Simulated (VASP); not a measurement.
# Ta (Im-3m) in VASP: notebook

Ta is run at these levels: r2SCAN; tasks: single point.

All numbers are computed with VASP 6.6.1; they aren't measurements. Logs are shortened: lines on timing, memory, paths and dates and some standing lists are left out, and cuts for length are marked.

### Step 1. The cell of the first run

The structure is cubic, space group Im-3m (No. 229). Conventional cell: a = 3.305 Å, b = 3.305 Å, c = 3.305 Å, α = 90.00°, β = 90.00°, γ = 90.00°. Ta (site symmetry m-3m) has 14 Ta at 2.86 to 3.30 Å within 3.8 Å.

### Step 2. Single point, r2SCAN

The input, POSCAR:

```
Ta
1.0
   -1.6524577647      1.6524577647      1.6524577647
    1.6524577647     -1.6524577647      1.6524577647
    1.6524577647      1.6524577647     -1.6524577647
Ta
1
Direct
    0.0000000000      0.0000000000      0.0000000000
```

The input, INCAR.step1:

```
  PREC = Accurate
  ENCUT = 520
  ISMEAR = 0
  SIGMA = 0.1
  LREAL = False
  LASPH = True
  NELM = 100
  NBANDS = 12
  GGA = PE
  ALGO = Normal
  EDIFF = 1E-4
  LWAVE = True
  LCHARG = False
```

The input, INCAR.step2:

```
  PREC = Accurate
  ENCUT = 520
  EDIFF = 1E-7
  ISMEAR = 0
  SIGMA = 0.1
  LREAL = False
  LASPH = True
  NELM = 100
  ALGO = Normal
  ISIF = 2
  LWAVE = False
  LCHARG = False
  METAGGA = R2SCAN
  LMIXTAU = True
  NBANDS = 12
  ISTART = 1
```

The input, KPOINTS:

```
regular mesh
0
Gamma
  18 18 18
```

Potentials or basis: VASP PAW PBE potentials, release 64 (Ta_pv).

Started as:

```
cat potpaw_PBE.64/Ta_pv/POTCAR > POTCAR
cp INCAR.step1 INCAR
mpirun -np 1 vasp_std > vasp.out
cp INCAR.step2 INCAR
mpirun -np 1 vasp_std > vasp.out
```

OUTCAR:

```text
PREC = Accurate
   ENCUT = 520
   EDIFF = 1E-7
   ISMEAR = 0
   LREAL = False
   LASPH = True
   NELM = 100
   ISIF = 2
   METAGGA = R2SCAN
   ISTART = 1

 ion  position               nearest neighbor table
   1  0.000  0.000  0.000-

  LATTYP: Found a body centered cubic cell.
 ALAT       =     3.3049155294

  Lattice vectors:

 A1 = (  -1.6524577647,   1.6524577647,   1.6524577647)
 A2 = (   1.6524577647,  -1.6524577647,   1.6524577647)
 A3 = (   1.6524577647,   1.6524577647,  -1.6524577647)

Analysis of symmetry for initial positions (statically):
=====================================================================
 Subroutine PRICEL returns:
 Original cell was already a primitive cell.

 Routine SETGRP: Setting up the symmetry group for a
 body centered cubic supercell.

 Subroutine GETGRP returns: Found 48 space group operations
[... 9 lines left out ...]

 Routine SETGRP: Setting up the symmetry group for a
 body centered cubic supercell.

 Subroutine GETGRP returns: Found 48 space group operations
[... 11 lines left out ...]
                                     Primitive cell

  volume of cell :      18.0489

  direct lattice vectors                    reciprocal lattice vectors
    -1.652457765  1.652457765  1.652457765     0.000000000  0.302579594  0.302579594
     1.652457765 -1.652457765  1.652457765     0.302579594  0.000000000  0.302579594
     1.652457765  1.652457765 -1.652457765     0.302579594  0.302579594  0.000000000

  length of vectors
     2.862140806  2.862140806  2.862140806     0.427912166  0.427912166  0.427912166

  position of ions in fractional coordinates (direct lattice)
     0.000000000  0.000000000  0.000000000

  ion indices of the primitive-cell ions
   primitive index   ion index
                 1           1

----------------------------------------------------------------------------------------

 KPOINTS: regular mesh

Automatic generation of k-mesh.
 Grid dimensions read from file:
 generate k-points for:   18   18   18

 Generating k-lattice:

  Cartesian coordinates                     Fractional coordinates (reciprocal lattice)
     0.000000000  0.016809977  0.016809977     0.055555556  0.000000000  0.000000000
     0.016809977  0.000000000  0.016809977     0.000000000  0.055555556  0.000000000
     0.016809977  0.016809977  0.000000000     0.000000000  0.000000000  0.055555556

  Length of vectors
     0.023772898  0.023772898  0.023772898

  Shift w.r.t. Gamma in fractional coordinates (k-lattice)
     0.000000000  0.000000000  0.000000000

 Subroutine IBZKPT returns following result:
 ===========================================

 Found    195 irreducible k-points:

 Following reciprocal coordinates:
            Coordinates               Weight
  0.000000  0.000000  0.000000      1.000000
  0.055556  0.000000  0.000000     12.000000
  0.111111  0.000000  0.000000     12.000000
  0.166667  0.000000  0.000000     12.000000
  0.222222  0.000000  0.000000     12.000000
  0.277778  0.000000  0.000000     12.000000
[... 16 lines left out ...]
  0.333333  0.111111  0.000000     48.000000
  0.388889  0.111111  0.000000     48.000000
 [... further k-points ...]
   k-points           NKPTS =    195   k-points in BZ     NKDIM =    195   number of bands    NBANDS=     12
   number of dos      NEDOS =    301   number of ions     NIONS =      1
   total plane-waves  NPLWV =  13824
   dimension x,y,z NGX =    24 NGY =   24 NGZ =   24
   dimension x,y,z NGXF=    48 NGYF=   48 NGZF=   48
   ions per type =               1
   NGX,Y,Z   is equivalent  to a cutoff of  13.94, 13.94, 13.94 a.u.
   NGXF,Y,Z  is equivalent  to a cutoff of  27.88, 27.88, 27.88 a.u.
 SYSTEM =  unknown system
   PREC   = accura    normal or accurate (medium, high low for compatibility)
   ISTART =      1    job   : 0-new  1-cont  2-samecut
   ICHARG =      0    charge: 1-file 2-atom 10-const
   ISPIN  =      1    spin polarized calculation?
   LNONCOLLINEAR =      F non collinear calculations
   LSORBIT =      F    spin-orbit coupling
   LASPH  =      T    aspherical Exc in radial PAW
   ENCUT  =  520.0 eV  38.22 Ry    6.18 a.u.   5.32  5.32  5.32*2*pi/ulx,y,z
   NELM   =    100;   NELMIN=  2; NELMDL=  0     # of ELM steps
   EDIFF  = 0.1E-06   stopping-criterion for ELM
   LREAL  =      F    real-space projection
   EDIFFG = 0.1E-05   stopping-criterion for IOM
   NSW    =      0    number of steps for IOM
   IBRION =     -1    ionic relax: 0-MD 1-quasi-New 2-CG
   NFREE  =      0    steps in history (QN), initial steepest desc. (CG)
   ISIF   =      2    stress and relaxation
   ISYM   =      2    0-nonsym 1-usesym 2-fastsym
   POTIM  = 0.5000    time-step for ionic-motion
   TEBEG  =    0.0;   TEEND  =   0.0 temperature during run
   PSTRESS=    0.0 pullay stress
   NELECT =      11.0000    total number of electrons
   NUPDOWN=      -1.0000    fix difference up-down
   EMIN   =  10.00;   EMAX   =-10.00  energy-range for DOS
   EFERMI =   0.00;   METHOD = LEGACY
   ISMEAR =     0;   SIGMA  =   0.10  broadening in eV -4-tet -1-fermi 0-gaus
   EFERMI_NEDOS =   21; number of points for ismear=-14 and -15
   IALGO  =     38    algorithm
   IMIX   =      4    mixing-type and parameters
     AMIX     =   0.40;   BMIX     =  1.00
     AMIX_MAG =   1.60;   BMIX_MAG =  1.00
  volume/ion in A,a.u.               =      18.05       121.80
  Fermi-wavevector in a.u.,A,eV,Ry     =   1.387998  2.622935 26.212129  1.926537
  Thomas-Fermi vector in A             =   2.512165
   LORBIT       =      0    0 simple, 1 ext, 2 COOP (PROOUT), +10 PAW based schemes
   METAGGA = R2SCAN    functional components
   LHFCALC =     F    Hartree Fock is set to
   AEXX    =    0.0000 exact exchange contribution
   IVDW    =     0    specifies the selected vdW correction
   LEPSILON=     F    determine dielectric tensor
   LRPA    =     F    only Hartree local field effects (RPA)
 non-spin polarized calculation
 Gauss-broadening in eV      SIGMA  =   0.10
  energy-cutoff  :      520.00
  volume of cell :       18.05
 maximum number of plane-waves:       498
 NGX is ok and might be reduce to    24
   NGX = 11   NGY = 11   NGZ = 11

 number of electron      11.0000002 magnetization

 Free energy of the ion-electron system (eV)
  ---------------------------------------------------
  ext. energy  EPLUGINS =         0.00000000
  ---------------------------------------------------
  free energy    TOTEN  =       -48.58298446 eV

  energy without entropy =      -48.57746036  energy(sigma->0) =      -48.58022241

 E-fermi :   5.3087     XC(G=0): -13.7592

 val. band max:        5.3035156172   @ k =   0.3333   0.1111   0.0000
 cond. band min:       5.3402074036   @ k =   0.1111   0.1111   0.0000
 fundamental gap:      0.0366917863
 Fermi energy:         5.3087334599

 k-point     1 :       0.0000    0.0000    0.0000
  band No.  band energies     occupation
      1     -28.9220      2.00000
      2     -28.9220      2.00000
      3     -28.9220      2.00000
      4      -3.0133      2.00000
      5       6.1499      0.00000
      6       6.1499      0.00000
      7       6.1499      0.00000
      8       9.6319      0.00000
      9       9.6319      0.00000
     10      17.4115      0.00000
     11      21.0755      0.00000
     12      21.0755      0.00000

 k-point     2 :       0.0556    0.0000    0.0000
  band No.  band energies     occupation
      1     -28.9624      2.00000
      2     -28.9343      2.00000
      3     -28.9222      2.00000
      4      -2.8691      2.00000
      5       6.0541      0.00000
      6       6.1211      0.00000
      7       6.2896      0.00000
      8       9.4738      0.00000
      9       9.6307      0.00000
     10      17.4115      0.00000
     11      21.2054      0.00000
     12      21.3292      0.00000

 k-point     3 :       0.1111    0.0000    0.0000
  band No.  band energies     occupation
      1     -29.0774      2.00000
      2     -28.9694      2.00000
      3     -28.9229      2.00000
      4      -2.4511      2.00000
      5       5.7905      0.00000
      6       6.0019      0.00000
      7       6.7043      0.00000
      8       9.1420      0.00000
      9       9.6359      0.00000
     10      17.4114      0.00000
     11      21.5290      0.00000
     12      22.0645      0.00000

 k-point     4 :       0.1667    0.0000    0.0000
  band No.  band energies     occupation
      1     -29.2498      2.00000
      2     -29.0228      2.00000
      3     -28.9239      2.00000
      4      -1.8055      2.00000
      5       5.4166      0.12703
      6       5.7382      0.00000
      7       7.3808      0.00000
      8       8.9097      0.00000
      9       9.6682      0.00000
     10      17.4113      0.00000
     11      21.7988      0.00000
     12      23.2163      0.00000

 k-point     5 :       0.2222    0.0000    0.0000
  band No.  band energies     occupation
      1     -29.4555      2.00000
      2     -29.0877      2.00000
      3     -28.9252      2.00000
      4      -1.0181      2.00000
      5       4.9984      1.99999
      6       5.3854      0.27826
      7       8.2948      0.00000
      8       8.9154      0.00000
      9       9.7493      0.00000
     10      17.4110      0.00000
     11      21.5729      0.00000
     12      23.3164      0.00000

 k-point     6 :       0.2778    0.0000    0.0000
  band No.  band energies     occupation
      1     -29.6679      2.00000
      2     -29.1558      2.00000
      3     -28.9267      2.00000
      4      -0.2311      2.00000
      5       4.5923      2.00000
      6       5.1493      1.97586
      7       9.1039      0.00000
      8       9.4075      0.00000
      9       9.8918      0.00000
     10      17.4106      0.00000
     11      20.7336      0.00000
     12      22.0883      0.00000

 k-point     7 :       0.3333    0.0000    0.0000
  band No.  band energies     occupation
      1     -29.8618      2.00000
      2     -29.2191      2.00000
      3     -28.9280      2.00000
      4       0.3652      2.00000
      5       4.2406      2.00000
      6       5.2606      1.50402
      7       9.3495      0.00000
      8      10.0892      0.00000
      9      10.6537      0.00000
     10      17.4097      0.00000
     11      19.6722      0.00000
     12      20.4933      0.00000

 k-point     8 :       0.3889    0.0000    0.0000
  band No.  band energies     occupation
      1     -30.0160      2.00000
      2     -29.2702      2.00000
      3     -28.9292      2.00000
      4       0.6625      2.00000
      5       3.9718      2.00000
      6       5.7792      0.00000
      7       9.5237      0.00000
      8      10.3096      0.00000
      9      11.9130      0.00000
     10      17.4069      0.00000
     11      18.7189      0.00000
     12      19.0421      0.00000
[... 166 lines left out ...]
 k-point    20 :       0.1667    0.1111    0.0000
  band No.  band energies     occupation
      1     -29.5149      2.00000
      2     -29.0896      2.00000
      3     -28.9704      2.00000
      4      -0.6609      2.00000
      5       4.9515      2.00000
      6       5.0713      1.99921
      7       8.5609      0.00000
      8       8.8262      0.00000
      9      10.0836      0.00000
     10      17.4110      0.00000
     11      22.0181      0.00000
     12      22.9349      0.00000

 k-point    21 :       0.2222    0.1111   -0.0000
  band No.  band energies     occupation
      1     -29.6955      2.00000
      2     -29.1682      2.00000
      3     -28.9760      2.00000
      4       0.1338      2.00000
      5       4.5504      2.00000
      6       4.8444      2.00000
      7       8.7134      0.00000
      8       9.9569      0.00000
      9      10.2589      0.00000
     10      17.4105      0.00000
     11      20.7970      0.00000
     12      22.3655      0.00000

 k-point    22 :       0.2778    0.1111    0.0000
  band No.  band energies     occupation
      1     -29.8595      2.00000
      2     -29.2445      2.00000
      3     -28.9796      2.00000
      4       0.7593      2.00000
      5       4.2332      2.00000
      6       4.8864      2.00000
      7       8.9924      0.00000
      8      10.3844      0.00000
      9      11.2208      0.00000
     10      17.4092      0.00000
     11      19.5604      0.00000
     12      21.0118      0.00000

 k-point    23 :       0.3333    0.1111    0.0000
  band No.  band energies     occupation
      1     -29.9896      2.00000
      2     -29.3073      2.00000
      3     -28.9821      2.00000
      4       1.0757      2.00000
      5       4.0044      2.00000
      6       5.3035      1.05882
      7       9.2580      0.00000
      8      10.5107      0.00000
      9      12.4679      0.00000
     10      17.4046      0.00000
     11      18.4181      0.00000
     12      19.7141      0.00000

 k-point    24 :       0.3889    0.1111    0.0000
  band No.  band energies     occupation
      1     -30.0731      2.00000
      2     -29.3484      2.00000
      3     -28.9837      2.00000
      4       1.1615      2.00000
      5       3.8634      2.00000
      6       5.8667      0.00000
      7       9.3447      0.00000
      8      10.6891      0.00000
      9      13.4837      0.00000
     10      17.3283      0.00000
     11      17.5160      0.00000
     12      18.9272      0.00000

 [... further k-points ...]

------------------------ aborting loop because EDIFF is reached ----------------------------------------

  FORCE on cell =-STRESS in cart. coord.  units (eV):
  Direction    XX          YY          ZZ          XY          YZ          ZX
  --------------------------------------------------------------------------------------
  -------------------------------------------------------------------------------------
  Total        0.0643327      0.0643327      0.0643327      0.0000000     -0.0000000      0.0000000
  in kB        5.7107245      5.7107245      5.7107245      0.0000000     -0.0000000      0.0000000
  external PRESSURE =       5.7107245 kB  Pullay stress =       0.0000000 kB

 VOLUME and BASIS-vectors are now :
 -----------------------------------------------------------------------------
  energy-cutoff  :      520.00
  volume of cell :       18.05
      direct lattice vectors                 reciprocal lattice vectors
    -1.652457765  1.652457765  1.652457765     0.000000000  0.302579594  0.302579594
     1.652457765 -1.652457765  1.652457765     0.302579594  0.000000000  0.302579594
     1.652457765  1.652457765 -1.652457765     0.302579594  0.302579594  0.000000000

 POSITION                                       TOTAL-FORCE (eV/Angst)
 -----------------------------------------------------------------------------------
      0.00000      0.00000      0.00000        -0.000000     -0.000000     -0.000000
 -----------------------------------------------------------------------------------
    total drift:                               -0.000000      0.000000     -0.000000

  FREE ENERGIE OF THE ION-ELECTRON SYSTEM (eV)
  ---------------------------------------------------
  free  energy   TOTEN  =       -48.5829844615 eV

  energy  without entropy=      -48.5774603581  energy(sigma->0) =      -48.58022241
```

Wall time 2 min (1 thread of AMD EPYC 9R45 (Zen 5), shared host); peak memory 0.14 GiB.

Results:

```yaml
Free_energy: -48.5830 eV
Pressure: 0.6 GPa
```

Caveat: the PAW data sets were made with another functional, which shifts forces and pressure a little; spin-orbit coupling is left out, which moves the levels of the heavy elements.

[end of part 1 of 2]
